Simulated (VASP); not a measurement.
Fe: relaxation of cell and atoms with PBEsol

Crystal: Fe.

```
Fe
1.0
    -1.38946    1.38946    1.38946
     1.38946   -1.38946    1.38946
     1.38946    1.38946   -1.38946
Fe
1
Direct
  0.00000 0.00000 0.00000
```

```json
{"Program": "VASP 6.6.1", "Task": "relaxation of cell and atoms", "Functional": "PBEsol", "Potentials or basis": "VASP PAW PBE potentials, release 64 (Fe)", "Cutoff": "600 eV", "k mesh": "22 × 22 × 22", "Occupations": "gaussian, width 0.1 eV", "Spin": "collinear spin, ferromagnetic start", "Starting moments": "[2.39] μB", "Target pressure": "1e-06 GPa", "Dipole correction": "no", "Further INCAR settings": "ALGO = Normal; EDIFF = 1e-07; IBRION = 2; EDIFFG = -0.004; NSW = 70; ISIF = 3"}
```

```
Relaxed volume                                             : 10.84 Å³/atom
Relaxed cell                                               : a = 2.415 Å, b = 2.415 Å, c = 2.415 Å, α = 109.47°, β = 109.47°, γ = 109.47°
Space group after relaxing (to 0.1 Å)                      : Im-3m (No. 229)
Energy change on relaxing (the run minimises the enthalpy) : -0.8 meV/atom
Ionic steps                                                : 3
Pressure after relaxing                                    : 0.0 GPa
Net moment                                                 : 2.13 μB per cell
Site moments                                               : Fe +2.11 μB
Valence electrons inside the program's atomic spheres      : Fe 7.38
```

The path:
```csv
step,energy change (eV),largest force (eV/Å),pressure (GPa),volume (Å³)
1,0.0000,0.0000,2.42,10.73
2,0.0006,0.0000,-3.03,10.98
3,-0.0008,0.0000,0.01,10.84
```

Final structure:
```
Fe
1.0
    -1.39414    1.39414    1.39414
     1.39414   -1.39414    1.39414
     1.39414    1.39414   -1.39414
Fe
1
Direct
  0.00000 0.00000 0.00000
```

Levels at points of the mesh, in eV from the Fermi level:
Spin up:
| k point | band 1 | band 2 | band 3 | band 4 | band 5 | band 6 | band 7 | band 8 | band 9 |
| --- | --- | --- | --- | --- | --- | --- | --- | --- | --- |
| (0.00, 0.00, 0.00) | -8.83 | -2.43 | -2.43 | -2.43 | -1.07 | -1.07 | 25.36 | 25.36 | 25.36 |
| (0.50, 0.00, 0.00) | -5.24 | -3.61 | -1.01 | -0.86 | 0.39 | 0.48 | 7.73 | 18.66 | 20.85 |
| (0.50, 0.50, 0.50) | -5.16 | -5.16 | 0.18 | 0.18 | 0.18 | 10.15 | 10.15 | 10.15 | 16.08 |
Spin down:
| k point | band 1 | band 2 | band 3 | band 4 | band 5 | band 6 | band 7 |
| --- | --- | --- | --- | --- | --- | --- | --- |
| (0.00, 0.00, 0.00) | -8.56 | -0.57 | -0.57 | -0.57 | 1.52 | 1.52 | 25.29 |
| (0.50, 0.00, 0.00) | -3.97 | -1.93 | 0.63 | 1.40 | 1.80 | 2.64 | 9.11 |
| (0.50, 0.50, 0.50) | -3.43 | -3.43 | 2.32 | 2.32 | 2.32 | 10.52 | 10.52 |

Run time: 3.8 min on 1 thread of Oxide Virtual Turin-like Processor (shared host), peak memory 0.16 GiB.

Caveat: the cell is relaxed towards a set pressure, so the run minimises the enthalpy, not the energy; the PAW data sets were made with another functional, which shifts forces and pressure a little. Zero-point motion and thermal expansion aren't in these numbers.
